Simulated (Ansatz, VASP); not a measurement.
**Pd: VASP beside Ansatz**

INCAR

```
SYSTEM = Pd
PREC = Accurate
ENCUT = 520
EDIFF = 1E-8
ISMEAR = -1
SIGMA = 0.05
LREAL = .False.
LASPH = .True.
NELM = 80
ALGO = Normal
ISIF = 2
LWAVE = .False.
LCHARG = .False.
LEFG = .True.
NBANDS = 11
```

File KPOINTS:

```
regular mesh
0
Gamma
  18 18 18
  0 0 0
```

The input POSCAR:

```
Pd
1.0
    0.0000000000      1.9830449783      1.9830449783
    1.9830449783      0.0000000000      1.9830449783
    1.9830449783      1.9830449783      0.0000000000
Pd
1
Direct
    0.0000000000      0.0000000000      0.0000000000
```

Input for Ansatz:

```yaml
crystal:
  lattice:
    - [0.0, 1.9830449783, 1.9830449783]
    - [1.9830449783, 0.0, 1.9830449783]
    - [1.9830449783, 1.9830449783, 0.0]
  atoms:
    - { symbol: Pd, position: [0.0, 0.0, 0.0] }
kpoints:
  mp_grid: { grid: [18, 18, 18] }
scf:
  occupations: { method: fermi_dirac, width: 0.05 }
hamiltonian:
  xc: lda
  pseudopotentials: { kind: paw }
output:
  forces: true
  stress: true
  eigenvalues: true
  efg: { contact_densities: true }
```

Change from the starting cell: volume scaled by 1.06, PAW files.

Alike in both runs: task electric field gradients; functional LDA; k mesh 18 × 18 × 18; occupations fermi-dirac, width 0.05 eV; no spin polarisation.

|  | VASP | Ansatz |
| --- | --- | --- |
| version | VASP 6.6.1 | Ansatz 0.2.0 |
| potentials or method | VASP PAW LDA potentials, release 64 (Pd) | PAW with Ansatz's default frozen-core files, scalar-relativistic |
| plane-wave cutoff (eV) | 520 | 420 |
| valence electrons in the cell | 10 | 18 |

```csv
,VASP,Ansatz,Ansatz less VASP
pressure (GPa),-16.8,-17.0,-0.22
```

LDA's correlation is that of Perdew and Zunger in VASP and of Perdew and Wang (1992) in Ansatz. VASP's potentials hold 10 valence electrons a cell and Ansatz's 18, so a difference there can come from the potentials and not from the codes.
